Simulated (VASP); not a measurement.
# MgSeS4 (F-43m) in VASP: a series of runs

MgSeS4 is run at these levels: PBE; tasks: single point, relaxation of cell and atoms.

All numbers are computed with VASP 6.6.1; they aren't measurements. Logs are shortened: lines on timing, memory, paths and dates and some standing lists are left out, and cuts for length are marked.

## (1) The cell of the first run

Symmetry: F-43m, No. 216, cubic system. The conventional cell has a = 7.626 Å, b = 7.626 Å, c = 7.626 Å, α = 90.00°, β = 90.00°, γ = 90.00°. Within 4.2 Å of Mg (site symmetry -43m) lie 12 S at 3.16 Å and 4 Se at 3.30 Å. Within 4.2 Å of Se (site symmetry -43m) lie 12 S at 3.16 Å and 4 Mg at 3.30 Å. S (site symmetry 3m) has 6 S at 2.67 to 2.72 Å and 3 Se at 3.16 Å and 3 Mg at 3.16 Å within 3.5 Å.

## (2) Single point, PBE

Contents of INCAR:

```
SYSTEM = MgSeS4
PREC = Accurate ; ENCUT = 520
EDIFF = 1E-6 ; ISMEAR = 0
SIGMA = 0.1 ; LREAL = .False.
LASPH = .True. ; NELM = 100
ALGO = Normal ; ISIF = 2
LWAVE = .False. ; LCHARG = .False.
GGA = PE ; NBANDS = 25
```

Contents of KPOINTS:

```
regular mesh
0
Gamma
  4 4 4
  0 0 0
```

Contents of POSCAR:

```
MgSeS4
1.0
    0.0000000000      3.8128350298      3.8128350298
    3.8128350298      0.0000000000      3.8128350298
    3.8128350298      3.8128350298      0.0000000000
Mg Se S
1 1 4
Direct
    0.7500000000      0.7500000000      0.7500000000
    0.0000000000      0.0000000000      0.0000000000
    0.8779432992      0.3740189003      0.3740189003
    0.3740189003      0.3740189003      0.3740189003
    0.3740189003      0.8779432992      0.3740189003
    0.3740189003      0.3740189003      0.8779432992
```

Potentials or basis: VASP PAW PBE potentials, release 64 (Mg, Se, S).

On the command line:

```console
cat potpaw_PBE.64/Mg/POTCAR potpaw_PBE.64/Se/POTCAR potpaw_PBE.64/S/POTCAR > POTCAR
mpirun -np 1 vasp_std > vasp.out
```

OUTCAR:

```text
SYSTEM = MgSeS4
   PREC = Accurate
   ENCUT = 520
   EDIFF = 1E-6
   ISMEAR = 0
   LREAL = .False.
   LASPH = .True.
   NELM = 100
   ISIF = 2
   GGA = PE

 ion  position               nearest neighbor table
   1  0.750  0.750  0.750-   3 3.16   5 3.16   6 3.16   4 3.16   4 3.16   4 3.16   3 3.16   6 3.16
                             5 3.16   3 3.16   5 3.16   6 3.16
   2  0.000  0.000  0.000-
   3  0.878  0.374  0.374-   4 2.67   5 2.67   6 2.67   5 2.72   6 2.72   4 2.72   1 3.16   1 3.16
                             1 3.16
   4  0.374  0.374  0.374-   3 2.67   5 2.67   6 2.67   3 2.72   5 2.72   6 2.72   1 3.16   1 3.16
                             1 3.16
   5  0.374  0.878  0.374-   3 2.67   4 2.67   6 2.67   3 2.72   6 2.72   4 2.72   1 3.16   1 3.16
                             1 3.16
   6  0.374  0.374  0.878-   3 2.67   4 2.67   5 2.67   5 2.72   3 2.72   4 2.72   1 3.16   1 3.16
                             1 3.16

  LATTYP: Found a face centered cubic cell.
 ALAT       =     7.6256700596

  Lattice vectors:

 A1 = (   0.0000000000,   3.8128350298,   3.8128350298)
 A2 = (   3.8128350298,   0.0000000000,   3.8128350298)
 A3 = (   3.8128350298,   3.8128350298,   0.0000000000)

Analysis of symmetry for initial positions (statically):
=====================================================================
 Subroutine PRICEL returns:
 Original cell was already a primitive cell.

 Routine SETGRP: Setting up the symmetry group for a
 face centered cubic supercell.

 Subroutine GETGRP returns: Found 24 space group operations
 (whereof 24 operations were pure point group operations)
 out of a pool of 48 trial point group operations.

The static configuration has the point symmetry T_d .

Analysis of symmetry for dynamics (positions and initial velocities):
=====================================================================
 Subroutine PRICEL returns:
 Original cell was already a primitive cell.

 Routine SETGRP: Setting up the symmetry group for a
 face centered cubic supercell.

 Subroutine GETGRP returns: Found 24 space group operations
 (whereof 24 operations were pure point group operations)
 out of a pool of 48 trial point group operations.

The dynamic configuration has the point symmetry T_d .

 Subroutine INISYM returns: Found 24 space group operations
 (whereof 24 operations are pure point group operations),
 and found     1 'primitive' translations

----------------------------------------------------------------------------------------

                                     Primitive cell

  volume of cell :     110.8598

  direct lattice vectors                    reciprocal lattice vectors
     0.000000000  3.812835030  3.812835030    -0.131136017  0.131136017  0.131136017
     3.812835030  0.000000000  3.812835030     0.131136017 -0.131136017  0.131136017
     3.812835030  3.812835030  0.000000000     0.131136017  0.131136017 -0.131136017

  length of vectors
     5.392163010  5.392163010  5.392163010     0.227134244  0.227134244  0.227134244

  position of ions in fractional coordinates (direct lattice)
     0.750000000  0.750000000  0.750000000
     0.000000000  0.000000000  0.000000000
     0.877943299  0.374018900  0.374018900
     0.374018900  0.374018900  0.374018900
     0.374018900  0.877943299  0.374018900
     0.374018900  0.374018900  0.877943299

  ion indices of the primitive-cell ions
   primitive index   ion index
                 1           1
                 2           2
                 3           3
                 4           4
                 5           5
                 6           6

----------------------------------------------------------------------------------------

 KPOINTS: regular mesh

Automatic generation of k-mesh.
 Grid dimensions read from file:
 generate k-points for:    4    4    4

 Generating k-lattice:

  Cartesian coordinates                     Fractional coordinates (reciprocal lattice)
    -0.032784004  0.032784004  0.032784004     0.250000000  0.000000000  0.000000000
     0.032784004 -0.032784004  0.032784004     0.000000000  0.250000000  0.000000000
     0.032784004  0.032784004 -0.032784004     0.000000000  0.000000000  0.250000000

  Length of vectors
     0.056783561  0.056783561  0.056783561

  Shift w.r.t. Gamma in fractional coordinates (k-lattice)
     0.000000000  0.000000000  0.000000000

 Subroutine IBZKPT returns following result:
 ===========================================

 Found      8 irreducible k-points:

 Following reciprocal coordinates:
            Coordinates               Weight
  0.000000  0.000000  0.000000      1.000000
  0.250000  0.000000  0.000000      8.000000
  0.500000  0.000000  0.000000      4.000000
  0.250000  0.250000  0.000000      6.000000
  0.500000  0.250000  0.000000     24.000000
 -0.250000  0.250000  0.000000     12.000000
  0.500000  0.500000  0.000000      3.000000
 -0.250000  0.500000  0.250000      6.000000
   k-points           NKPTS =      8   k-points in BZ     NKDIM =      8   number of bands    NBANDS=     25
   number of dos      NEDOS =    301   number of ions     NIONS =      6
   total plane-waves  NPLWV =  64000
   dimension x,y,z NGX =    40 NGY =   40 NGZ =   40
   dimension x,y,z NGXF=    80 NGYF=   80 NGZF=   80
   ions per type =               1   1   4
   NGX,Y,Z   is equivalent  to a cutoff of  12.33, 12.33, 12.33 a.u.
   NGXF,Y,Z  is equivalent  to a cutoff of  24.66, 24.66, 24.66 a.u.
 SYSTEM =  MgSeS4
   PREC   = accura    normal or accurate (medium, high low for compatibility)
   ISTART =      0    job   : 0-new  1-cont  2-samecut
   ICHARG =      2    charge: 1-file 2-atom 10-const
   ISPIN  =      1    spin polarized calculation?
   LNONCOLLINEAR =      F non collinear calculations
   LSORBIT =      F    spin-orbit coupling
   LASPH  =      T    aspherical Exc in radial PAW
   ENCUT  =  520.0 eV  38.22 Ry    6.18 a.u.  10.03 10.03 10.03*2*pi/ulx,y,z
   NELM   =    100;   NELMIN=  2; NELMDL= -5     # of ELM steps
   EDIFF  = 0.1E-05   stopping-criterion for ELM
   LREAL  =      F    real-space projection
   EDIFFG = 0.1E-04   stopping-criterion for IOM
   NSW    =      0    number of steps for IOM
   IBRION =     -1    ionic relax: 0-MD 1-quasi-New 2-CG
   NFREE  =      0    steps in history (QN), initial steepest desc. (CG)
   ISIF   =      2    stress and relaxation
   ISYM   =      2    0-nonsym 1-usesym 2-fastsym
   POTIM  = 0.5000    time-step for ionic-motion
   TEBEG  =    0.0;   TEEND  =   0.0 temperature during run
   PSTRESS=    0.0 pullay stress
   NELECT =      32.0000    total number of electrons
   NUPDOWN=      -1.0000    fix difference up-down
   EMIN   =  10.00;   EMAX   =-10.00  energy-range for DOS
   EFERMI =   0.00;   METHOD = LEGACY
   ISMEAR =     0;   SIGMA  =   0.10  broadening in eV -4-tet -1-fermi 0-gaus
   EFERMI_NEDOS =   21; number of points for ismear=-14 and -15
   IALGO  =     38    algorithm
   IMIX   =      4    mixing-type and parameters
     AMIX     =   0.40;   BMIX     =  1.00
     AMIX_MAG =   1.60;   BMIX_MAG =  1.00
  volume/ion in A,a.u.               =      18.48       124.69
  Fermi-wavevector in a.u.,A,eV,Ry     =   1.081932  2.044556 15.926678  1.170578
  Thomas-Fermi vector in A             =   2.217961
   LORBIT       =      0    0 simple, 1 ext, 2 COOP (PROOUT), +10 PAW based schemes
   GGA     = PE    functional components
   LHFCALC =     F    Hartree Fock is set to
   AEXX    =    0.0000 exact exchange contribution
   IVDW    =     0    specifies the selected vdW correction
   LEPSILON=     F    determine dielectric tensor
   LRPA    =     F    only Hartree local field effects (RPA)
 non-spin polarized calculation
 Gauss-broadening in eV      SIGMA  =   0.10
  energy-cutoff  :      520.00
  volume of cell :      110.86
 maximum number of plane-waves:      3002
   NGX = 21   NGY = 21   NGZ = 21

 number of electron      32.0000003 magnetization

 Free energy of the ion-electron system (eV)
  ---------------------------------------------------
  ext. energy  EPLUGINS =         0.00000000
  ---------------------------------------------------
  free energy    TOTEN  =       -17.11030862 eV

  energy without entropy =      -17.04502921  energy(sigma->0) =      -17.07766891

 E-fermi :   5.7594     XC(G=0): -10.2230

 val. band max:        5.7581089138   @ k =   0.5000   0.2500   0.0000
 cond. band min:       5.7975563732   @ k =  -0.2500   0.2500   0.0000
 fundamental gap:      0.0394474594
 Fermi energy:         5.7594457726

 k-point     1 :       0.0000    0.0000    0.0000
  band No.  band energies     occupation
      1     -10.3140      2.00000
      2      -6.0215      2.00000
      3      -5.9221      2.00000
      4      -5.9221      2.00000
      5      -5.9221      2.00000
      6      -2.2366      2.00000
[... 17 lines left out ...]
     24      11.7056      0.00000
     25      13.4486      0.00000

 k-point     2 :       0.2500    0.0000    0.0000
  band No.  band energies     occupation
      1      -9.9929      2.00000
      2      -7.0089      2.00000
      3      -6.0341      2.00000
      4      -5.9852      2.00000
      5      -5.9852      2.00000
      6      -1.3979      2.00000
[... 17 lines left out ...]
     24      11.4708      0.00000
     25      13.8927      0.00000

 k-point     3 :       0.5000    0.0000    0.0000
  band No.  band energies     occupation
      1      -9.4364      2.00000
      2      -8.0594      2.00000
      3      -6.0973      2.00000
      4      -6.0445      2.00000
      5      -6.0445      2.00000
      6      -0.9221      2.00000
[... 104 lines left out ...]
 k-point     7 :       0.5000    0.5000    0.0000
  band No.  band energies     occupation
      1      -8.7121      2.00000
      2      -8.6128      2.00000
      3      -6.5480      2.00000
      4      -6.2302      2.00000
      5      -6.2302      2.00000
      6      -0.5411      2.00000
[... 17 lines left out ...]
     24      10.5746      0.00000
     25      14.2516      0.00000

 k-point     8 :      -0.2500    0.5000    0.2500
  band No.  band energies     occupation
      1      -8.7043      2.00000
      2      -8.5302      2.00000
      3      -7.1187      2.00000
      4      -6.2636      2.00000
      5      -5.6184      2.00000
      6       0.2226      2.00000
[... 17 lines left out ...]
     24      12.1917      0.00000
     25      13.6338      0.00000

------------------------ aborting loop because EDIFF is reached ----------------------------------------

  FORCE on cell =-STRESS in cart. coord.  units (eV):
  Direction    XX          YY          ZZ          XY          YZ          ZX
  --------------------------------------------------------------------------------------
  -------------------------------------------------------------------------------------
  Total       -0.1836223     -0.1836223     -0.1836223     -0.0000000     -0.0000000     -0.0000000
  in kB       -2.6537625     -2.6537625     -2.6537625     -0.0000000     -0.0000000     -0.0000000
  external PRESSURE =      -2.6537625 kB  Pullay stress =       0.0000000 kB

 VOLUME and BASIS-vectors are now :
 -----------------------------------------------------------------------------
  energy-cutoff  :      520.00
  volume of cell :      110.86
      direct lattice vectors                 reciprocal lattice vectors
     0.000000000  3.812835030  3.812835030    -0.131136017  0.131136017  0.131136017
     3.812835030  0.000000000  3.812835030     0.131136017 -0.131136017  0.131136017
     3.812835030  3.812835030  0.000000000     0.131136017  0.131136017 -0.131136017

 POSITION                                       TOTAL-FORCE (eV/Angst)
 -----------------------------------------------------------------------------------
      5.71925      5.71925      5.71925        -0.000000     -0.000000     -0.000000
      0.00000      0.00000      0.00000        -0.000000     -0.000000      0.000000
      2.85214      4.77353      4.77353        -0.024800      0.024800      0.024800
      2.85214      2.85214      2.85214        -0.024800     -0.024800     -0.024800
      4.77353      2.85214      4.77353         0.024800     -0.024800      0.024800
      4.77353      4.77353      2.85214         0.024800      0.024800     -0.024800
 -----------------------------------------------------------------------------------
    total drift:                               -0.000000     -0.000000     -0.000001

  FREE ENERGIE OF THE ION-ELECTRON SYSTEM (eV)
  ---------------------------------------------------
  free  energy   TOTEN  =       -17.1103086165 eV

  energy  without entropy=      -17.0450292134  energy(sigma->0) =      -17.07766891
```

It took 43 s on 1 thread of AMD EPYC 7R43 (Zen 3), shared host; peak memory 0.2 GiB.

Results:

| Property | Result |
| --- | --- |
| Free energy | -17.1103 eV |
| Pressure | -0.3 GPa |
| Largest force | 0.043 eV/Å |
| Band gap on the k mesh | zero (band 16 reaches 6.90 eV, above the bottom of band 17 at 5.76 eV) |

Forces on the atoms (eV/Å):
```
Mg   0.000  0.000  0.000
Se   0.000  0.000  0.000
S   -0.025  0.025  0.025
S   -0.025 -0.025 -0.025
S    0.025 -0.025  0.025
S    0.025  0.025 -0.025
```

Levels at points of the mesh, in eV from the Fermi level:
```csv
k point,band 12,band 13,band 14,band 15,band 16,band 17,band 18,band 19,band 20,band 21
"(0.00, 0.00, 0.00)",-1.74,-1.74,-1.74,0.04,1.14,1.14,1.14,2.16,2.16,2.16
"(0.50, 0.00, 0.00)",-2.53,-2.44,-2.44,-1.15,0.27,0.27,1.20,1.53,2.20,2.20
"(0.50, 0.50, 0.00)",-2.37,-2.20,-2.14,-2.05,-0.58,0.06,0.06,1.94,1.94,2.32
```

(Part 1 of 2 ends here.)
